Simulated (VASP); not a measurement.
Wanted: the native input for a VASP 6.6.1 run.

| Quantity | Value |
| --- | --- |
| Task | single point |
| Functional | PBE |
| Potentials or basis | VASP PAW PBE potentials, release 64 (Ca_sv, O) |
| Cutoff | 600 eV |
| k mesh | 6 × 6 × 6 |
| Occupations | gaussian, width 0.01 eV |
| Spin | no spin polarisation |
| Dipole correction | no |
| Further INCAR settings | ALGO = Normal; EDIFF = 1e-06; NBANDS = 15 |

The structure of CaO lies in POSCAR:

```
CaO
1.0
    0.0000000000      2.4153651321      2.4153651321
    2.4153651321      0.0000000000      2.4153651321
    2.4153651321      2.4153651321      0.0000000000
Ca O
1 1
Direct
    0.0000000000      0.0000000000      0.0000000000
    0.5000000000      0.5000000000      0.5000000000
```

These files were run (other wordings do the same):

INCAR

```
SYSTEM = CaO
  PREC = Accurate
  ENCUT = 600
  EDIFF = 1E-6
  ISMEAR = 0
  SIGMA = 0.01
  LREAL = .FALSE.
  LASPH = .TRUE.
  NELM = 120
  ALGO = Normal
  ISIF = 2
  LWAVE = .FALSE.
  LCHARG = .TRUE.
  GGA = PE
  LELF = .TRUE.
  LVHAR = .TRUE.
  NBANDS = 15
  GGA_COMPAT = .FALSE.
```

KPOINTS

```
regular mesh
0
G
  6 6 6
  0 0 0
```

Potentials or basis: VASP PAW PBE potentials, release 64 (Ca_sv, O).

The run is started by

```bash
$ cat potpaw_PBE.64/Ca_sv/POTCAR potpaw_PBE.64/O/POTCAR > POTCAR
$ mpirun -np 1 vasp_std > vasp.out
```

It gave:

```json
{
  "Pressure": "0.4 GPa",
  "Band gap on the k mesh": "3.64 eV (least direct gap 4.02 eV)"
}
```

Run time: 7.9 s on 1 thread of Intel(R) Xeon(R) Platinum 8488C (Sapphire Rapids), with other jobs on the host, peak memory 0.15 GiB.
